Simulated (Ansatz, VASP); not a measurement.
**Two plane-wave programs on Ge**

```
Ge
1.0
     3.99759    0.00000    0.00000
    -1.99879    3.46201    0.00000
     0.00000    0.00000    6.59938
Ge
4
Cartesian
  0.0000 2.3080 6.1843
  1.9988 1.1540 2.8846
  0.0000 2.3080 3.7148
  1.9988 1.1540 0.4151
```

Alike in both runs: task relaxation of cell and atoms; functional LDA; k mesh 8 × 8 × 4; occupations fermi-dirac, width 0.05 eV; no spin polarisation.

|  | VASP | Ansatz |
| --- | --- | --- |
| version | VASP 6.6.1 | Ansatz 0.2.0 |
| potentials or method | VASP PAW LDA potentials, release 64 (Ge_d) | Ansatz PAW |
| plane-wave cutoff (eV) | 600 | 420 |
| valence electrons in the cell | 56 | 56 |

Ansatz gave:

```
gap on the k mesh at the Fermi level, each at its own relaxed structure (eV) : none
relaxed volume (Å³/atom)                                                     : 22.17
relaxed cell length with the largest relative difference (Å)                 : 6.524
```

Q: Estimate VASP's values.

A: gap on the k mesh at the Fermi level, each at its own relaxed structure (eV): none; relaxed volume (Å³/atom): 22.19; relaxed cell length with the largest relative difference (Å): 6.531.

LDA's correlation is that of Perdew and Zunger in VASP and of Perdew and Wang (1992) in Ansatz. A gap of «none» marks a metal or a gap that the smearing closes.

Noted on Ansatz's run: the plane-wave basis is chosen anew once the cell has moved, so the energies of steps on either side of that aren't comparable.
